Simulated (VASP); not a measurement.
Here is a VASP 6.6.1 calculation.

File INCAR:

```
SYSTEM = AlN
PREC     = Accurate       ! precision mode
ENCUT    = 520            ! plane-wave cutoff, eV
EDIFF    = 1E-6           ! SCF threshold, eV
ISMEAR   = 0              ! smearing method
SIGMA    = 0.01           ! smearing width, eV
LREAL    = .False.        ! projectors in reciprocal space
LASPH    = .True.         ! aspherical terms in the spheres
NELM     = 60             ! most SCF steps
ALGO     = Normal         ! electronic algorithm
ISIF     = 2              ! what is computed and relaxed
LWAVE    = .False.        ! write WAVECAR
LCHARG   = .False.        ! write CHGCAR
GGA      = PE             ! functional
NBANDS   = 11             ! bands
```

Contents of KPOINTS:

```
Automatic mesh
0
Gamma
  6 6 6
  0 0 0
```

The input POSCAR:

```
AlN
1.0
    0.0000000000      1.9583023986      1.9583023986
    1.9583023986      0.0000000000      1.9583023986
    1.9583023986      1.9583023986      0.0000000000
Al N
1 1
Direct
    0.0000000000      0.0000000000      0.0000000000
    0.5000000000      0.5000000000      0.5000000000
```

Potentials or basis: VASP PAW PBE potentials, release 64 (Al, N).

Run with:

```sh
$ cat potpaw_PBE.64/Al/POTCAR potpaw_PBE.64/N/POTCAR > POTCAR
$ mpirun -np 1 vasp_std > vasp.out
```

Q: Estimate the pressure.

A: 36.3 GPa.

Q: Estimate the band gap on the k mesh.

A: 5.12 eV (least direct gap 7.12 eV).

Caveat: the k points lie up to 0.46 Å⁻¹ apart; the cell differs from its parent crystal (strain -3.0%); the structure was generated, so it needn't be the stable form of AlN. A k mesh can miss the band edges.
